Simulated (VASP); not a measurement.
Set up this calculation in VASP 6.6.1, as the native input.

```yaml
Task: single point
Functional: SVWN5
Potentials_or_basis: VASP PAW PBE potentials, release 64 (V_sv, O)
Cutoff: 600 eV
k_mesh: 6 × 6 × 9
Occupations: fermi-dirac, width 0.05 eV
Spin: collinear spin, ferromagnetic start
Starting_moments: "[2.0, 2.0, 0.0, 0.0, 0.0, 0.0] μB"
Dipole_correction: no
Further_INCAR_settings: ALGO = Normal; EDIFF = 1e-06; NBANDS = 38
```

The structure of VO2 lies in POSCAR:

```
VO2
1.0
    4.5665141372      0.0000000000      0.0000000000
    0.0000000000      4.5665141372      0.0000000000
    0.0000000000      0.0000000000      3.0845131470
V O
2 4
Direct
    0.5000000000      0.5000000000      0.5000000000
    0.0000000000      0.0000000000      0.0000000000
    0.2003580000      0.7996420000      0.5000000000
    0.7996420000      0.2003580000      0.5000000000
    0.7003580000      0.7003580000      0.0000000000
    0.2996420000      0.2996420000      0.0000000000
```

The input as run:

INCAR

```
ALGO = Normal
EDIFF = 1E-6
ENCUT = 600
GGA = VW
GGA_COMPAT = F
ISIF = 2
ISMEAR = -1
ISPIN = 2
LASPH = T
LCHARG = T
LELF = T
LMAXMIX = 4
LORBIT = 11
LREAL = F
LVHAR = T
LWAVE = F
MAGMOM = 2 2 0 0 0 0
NBANDS = 38
NELM = 200
PREC = Accurate
SIGMA = 0.05
```

KPOINTS

```
k-points
0
Gamma
  6 6 9
```

Potentials or basis: VASP PAW PBE potentials, release 64 (V_sv, O).

Run with:

```sh
$ cat potpaw_PBE.64/V_sv/POTCAR potpaw_PBE.64/O/POTCAR > POTCAR
$ mpirun -np 1 vasp_std > vasp.out
```

It gave:

```
Pressure                                              : -29.0 GPa
Largest force                                         : 0.333 eV/Å
Band gap on the k mesh                                : zero (filled and empty bands overlap)
Net moment                                            : 2.00 μB per cell
Site moments                                          : V +1.04; O -0.05 μB
Valence electrons inside the program's atomic spheres : V 11.35; O 4.96
```

Caveat: the stress differs along the axes, from -42 to -23 GPa; the PAW data sets were made with another functional, which shifts forces and pressure a little; semilocal functionals often make such compounds metallic where correlation or magnetic order opens a gap, which also shifts bond lengths.

Run time: 3 min on 1 thread of Intel(R) Xeon(R) 6975P-C (Granite Rapids) (shared host), peak memory 0.3 GiB.
